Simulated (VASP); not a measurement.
Al:

```
Al
1.0
     0.00000    2.02500    2.02500
     2.02500    0.00000    2.02500
     2.02500    2.02500    0.00000
Al
1
Cartesian
  0.0000 0.0000 0.0000
```

* Program: VASP 6.6.1
* Task: relaxation of cell and atoms
* Functional: LDA
* Potentials or basis: VASP PAW LDA potentials, release 64 (Al)
* Cutoff: 600 eV
* k mesh: 23 × 23 × 23
* Occupations: methfessel-paxton, width 0.1 eV
* Spin: no spin polarisation

At the start: pressure -3.7 GPa; volume 16.61 Å³/atom.

Q: Where does the relaxation end?

A: Over 3 steps the energy falls by 9.6 meV/atom and the volume is 15.81 Å³/atom (-4.8 %); space group Fm-3m (No. 225, to 0.05 Å).

Step by step:
```csv
step,energy change (eV),largest force (eV/Å),pressure (GPa),volume (Å³)
1,0.0000,0.0000,-3.69,16.61
2,-0.0094,0.0000,0.59,15.70
3,-0.0096,0.0000,0.01,15.81
```

Final structure:
```yaml
crystal:
  lattice:
    - [0.00000, 1.99206, 1.99206]
    - [1.99206, 0.00000, 1.99206]
    - [1.99206, 1.99206, 0.00000]
  atoms:
    - { symbol: Al, position: [0.00000, 0.00000, 0.00000] }
```
